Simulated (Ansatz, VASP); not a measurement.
ScAl2 in VASP and in Ansatz

Contents of INCAR:

```
SYSTEM = ScAl2
ALGO     = Fast           ! electronic algorithm
EDIFF    = 1E-6           ! SCF threshold, eV
ENCUT    = 520            ! plane-wave cutoff, eV
GGA      = PS             ! functional
ISIF     = 2              ! what is computed and relaxed
ISMEAR   = 0              ! smearing method
LASPH    = .TRUE.         ! aspherical terms in the spheres
LCHARG   = .FALSE.        ! write CHGCAR
LREAL    = .FALSE.        ! projectors in reciprocal space
LWAVE    = .FALSE.        ! write WAVECAR
NBANDS   = 26             ! bands
NELM     = 60             ! most SCF steps
PREC     = Accurate       ! precision mode
SIGMA    = 0.02           ! smearing width, eV
```

The input KPOINTS:

```
k-points
0
G
  8 8 8
  0 0 0
```

The input POSCAR:

```
ScAl2
1.0
    0.0000000000      3.7776526849      3.7776526849
    3.7776526849      0.0000000000      3.7776526849
    3.7776526849      3.7776526849      0.0000000000
Sc Al
2 4
Direct
    0.5000000000      0.5000000000      0.5000000000
    0.7500000000      0.7500000000      0.7500000000
    0.1250000000      0.1250000000      0.1250000000
    0.6250000000      0.1250000000      0.1250000000
    0.1250000000      0.6250000000      0.1250000000
    0.1250000000      0.1250000000      0.6250000000
```

Input for Ansatz:

```yaml
crystal:
  lattice:
    - [0.0, 3.7776526849, 3.7776526849]
    - [3.7776526849, 0.0, 3.7776526849]
    - [3.7776526849, 3.7776526849, 0.0]
  atoms:
    - { symbol: Sc, position: [0.5, 0.5, 0.5] }
    - { symbol: Sc, position: [0.75, 0.75, 0.75] }
    - { symbol: Al, position: [0.125, 0.125, 0.125] }
    - { symbol: Al, position: [0.625, 0.125, 0.125] }
    - { symbol: Al, position: [0.125, 0.625, 0.125] }
    - { symbol: Al, position: [0.125, 0.125, 0.625] }
basis:
  ecutwfc: 420
kpoints:
  mp_grid: { grid: [8, 8, 8] }
hamiltonian:
  xc: pbesol
scf:
  occupations: { method: gaussian, width: 0.02 }
output:
  forces: true
  stress: true
  eigenvalues: true
```

Alike in both runs: task single point; functional PBEsol; k mesh 8 × 8 × 8; occupations gaussian, width 0.02 eV; no spin polarisation.

```csv
,VASP,Ansatz
version,VASP 6.6.1,Ansatz 0.2.0
potentials or method,"VASP PAW PBE potentials, release 64 (Sc_sv, Al), cutoff 520 eV","scalar-relativistic, plane waves, PAW"
valence electrons in the cell,34,34
```

|  | VASP | Ansatz | Ansatz less VASP |
| --- | --- | --- | --- |
| gap on the k mesh at the Fermi level (eV) | none | none | - |
| pressure (GPa) | -0.9 | -1.1 | -0.15 |

VASP's potentials were made for PBE, not for PBEsol. A gap of «none» marks a metal or a gap that the smearing closes. The functional is the same, so the differences come from potentials, cutoffs and numerics.
